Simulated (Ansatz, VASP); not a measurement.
TiO2: VASP beside Ansatz

File INCAR:

```
PREC = Accurate
ENCUT = 520
EDIFF = 1E-6
ISMEAR = 0
SIGMA = 0.05
LREAL = False
LASPH = True
NELM = 150
ALGO = Normal
ISIF = 2
LWAVE = False
LCHARG = False
LMAXMIX = 4
LDAU = True
LDAUTYPE = 2
LDAUL = 2 -1
LDAUU = 4 0
LDAUJ = 0 0
LDAUPRINT = 1
GGA = PE
NBANDS = 33
```

KPOINTS

```
regular mesh
0
Gamma
  6 6 10
```

Contents of POSCAR:

```
TiO2
1.0
    4.6403824120      0.0000000000      0.0000000000
    0.0000000000      4.6403824120      0.0000000000
    0.0000000000      0.0000000000      3.0063836717
Ti O
2 4
Direct
    0.0000000000      0.0000000000     -0.0997876628
    0.5000000000      0.5000000000      0.5000000000
    0.3056475955      0.3056475955      0.0000000000
    0.1943524045      0.8056475955      0.5000000000
    0.6943524045      0.6943524045      0.0000000000
    0.8056475955      0.1943524045      0.5000000000
```

Input for Ansatz:

```yaml
crystal:
  lattice:
    - [4.640382412, 0.0, 0.0]
    - [0.0, 4.640382412, 0.0]
    - [0.0, 0.0, 3.0063836717]
  atoms:
    - { symbol: Ti, position: [0.0, 0.0, -0.0997876628] }
    - { symbol: Ti, position: [0.5, 0.5, 0.5] }
    - { symbol: O, position: [0.3056475955, 0.3056475955, 0.0] }
    - { symbol: O, position: [0.1943524045, 0.8056475955, 0.5] }
    - { symbol: O, position: [0.6943524045, 0.6943524045, 0.0] }
    - { symbol: O, position: [0.8056475955, 0.1943524045, 0.5] }
basis:
  ecutwfc: 420
kpoints:
  mp_grid: { grid: [6, 6, 10] }
hamiltonian:
  xc: pbe
  hubbard: { sites: [{ species: Ti, l: d, u_eff: 4.0 }] }
scf:
  occupations: { method: gaussian, width: 0.05 }
output:
  forces: true
  stress: true
  eigenvalues: true
```

Alike in both runs: task single point; functional PBE; k mesh 6 × 6 × 10; occupations gaussian, width 0.05 eV; no spin polarisation; Hubbard terms Ti d U = 4.0 eV.

```csv
,VASP,Ansatz
version,VASP 6.6.1,Ansatz 0.2.0
potentials or method,"VASP PAW PBE potentials, release 64 (Ti_sv, O), cutoff 520 eV","scalar-relativistic, plane waves, PAW"
valence electrons in the cell,48,48
```

```tsv
	VASP	Ansatz	Ansatz less VASP
gap on the k mesh at the Fermi level (eV)	2.60	2.55	-0.053
least direct gap on the mesh (eV)	2.73	2.71	-0.015
pressure (GPa)	10.9	6.2	-4.65
traceless stress, the component that is largest in VASP (GPa)	-6.52	-5.64	+0.881
rms of the force components (eV/Å)	1.244	0.934	-0.3098
```

The programs project onto different local orbitals, so the same U acts differently, and such runs can settle in different states. Atom by atom the forces differ by 0.317 eV/Å (rms over components).
